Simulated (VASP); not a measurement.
A run of VASP 6.6.1:

The input INCAR:

```
PREC     = Accurate       # precision mode
ENCUT    = 520            # plane-wave cutoff, eV
EDIFF    = 1E-7           # SCF threshold, eV
ISMEAR   = 0              # smearing method
SIGMA    = 0.1            # smearing width, eV
LREAL    = F              # projectors in reciprocal space
LASPH    = T              # aspherical terms in the spheres
NELM     = 60             # most SCF steps
ALGO     = Normal         # electronic algorithm
ISIF     = 2              # what is computed and relaxed
LWAVE    = F              # write WAVECAR
LCHARG   = F              # write CHGCAR
GGA      = PE             # functional
NBANDS   = 66             # bands
```

Contents of KPOINTS:

```
regular mesh
0
Gamma
  6 6 1
```

The input POSCAR:

```
Zn2CdSe3
1.0
    4.1536325928      0.0000272670      0.0000450375
   -2.0767922805      3.5968534670     -0.0001840328
    0.0002342883     -0.0009311753     20.5045447972
Zn Cd Se
4 2 6
Direct
    0.0018558564      0.9987410122      0.0037624110
   -0.0010178118      1.0015066587      0.5037618989
    0.6671222992      0.3320940262      0.1625184908
    0.6659979959      0.3343969815      0.6625198318
    0.3328112355      0.6672255854      0.3354194222
    0.3332018741      0.6660523790      0.8354216297
    0.0005609586     -0.0012016165      0.1247398201
    0.9993120723      1.0010362946      0.6247423006
    0.6662400805      0.3337773758      0.2831092314
    0.6665172584      0.3328417947      0.7831099985
    0.3323797589      0.6680724751      0.4654456524
    0.3350184219      0.6654570333      0.9654493125
```

Potentials or basis: VASP PAW PBE potentials, release 64 (Zn, Cd, Se).

Launch:

```bash
$ cat potpaw_PBE.64/Zn/POTCAR potpaw_PBE.64/Cd/POTCAR potpaw_PBE.64/Se/POTCAR > POTCAR
$ mpirun -np 1 vasp_std > vasp.out
```

Hardware: 1 thread of Intel(R) Xeon(R) Platinum 8259CL CPU @ 2.50GHz (Skylake/Cascade Lake), with other jobs on the host.

Q: Estimate the wall time of this run.

A: Wall time 10 min on 1 thread of Intel(R) Xeon(R) Platinum 8259CL CPU @ 2.50GHz (Skylake/Cascade Lake), on a shared host, peak memory 0.6 GiB. Counts: scf iterations 17, k points 20.
